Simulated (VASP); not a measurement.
Here is a VASP 6.6.1 calculation.

The input POSCAR:

```
BiC3N
1.0
    3.9248760000      0.0000000000      0.0000000000
    0.0000000000      3.9248760000      0.0000000000
    0.0000000000      0.0000000000      3.9248760000
N Bi C
1 1 3
Direct
    0.5000000000      0.5000000000      0.5000000000
    0.0000000000      0.0000000000      0.0000000000
    0.0000000000      0.5000000000      0.5000000000
    0.5000000000      0.0000000000      0.5000000000
    0.5000000000      0.5000000000      0.0000000000
```

INCAR.step1

```
SYSTEM = BiC3N
PREC = Accurate
ENCUT = 660
ISMEAR = -1
SIGMA = 0.0972
LREAL = .False.
LASPH = .True.
NELM = 120
NBANDS = 24
GGA = PE
ALGO = Normal
EDIFF = 1E-5
LWAVE = .True.
LCHARG = .False.
GGA_COMPAT = .False.
```

Contents of INCAR.step2:

```
SYSTEM = BiC3N
PREC = Accurate
ENCUT = 660
EDIFF = 1E-6
ISMEAR = -1
SIGMA = 0.0972
LREAL = .False.
LASPH = .True.
NELM = 120
ALGO = Normal
ISIF = 2
LWAVE = .False.
LCHARG = .False.
METAGGA = R2SCAN
LMIXTAU = .True.
NBANDS = 24
ISTART = 1
GGA_COMPAT = .False.
```

File KPOINTS:

```
Automatic mesh
0
Gamma
  9 9 9
  0 0 0
```

Potentials or basis: VASP PAW PBE potentials, release 64 (N, Bi_d, C).

The run is started by

```bash
$ cat potpaw_PBE.64/N/POTCAR potpaw_PBE.64/Bi_d/POTCAR potpaw_PBE.64/C/POTCAR > POTCAR
$ cp INCAR.step1 INCAR
$ mpirun -np 1 vasp_std > vasp.out
$ cp INCAR.step2 INCAR
$ mpirun -np 1 vasp_std > vasp.out
```

Task: Estimate the pressure.

Result: -11.5 GPa.

Task: What does it give for the band gap on the k mesh?

Result: Zero (band 16 reaches 7.49 eV, above the bottom of band 17 at 6.35 eV).

Caveat: the PAW data sets were made with another functional, which shifts forces and pressure a little; spin-orbit coupling is left out, which moves the levels of the heavy elements.
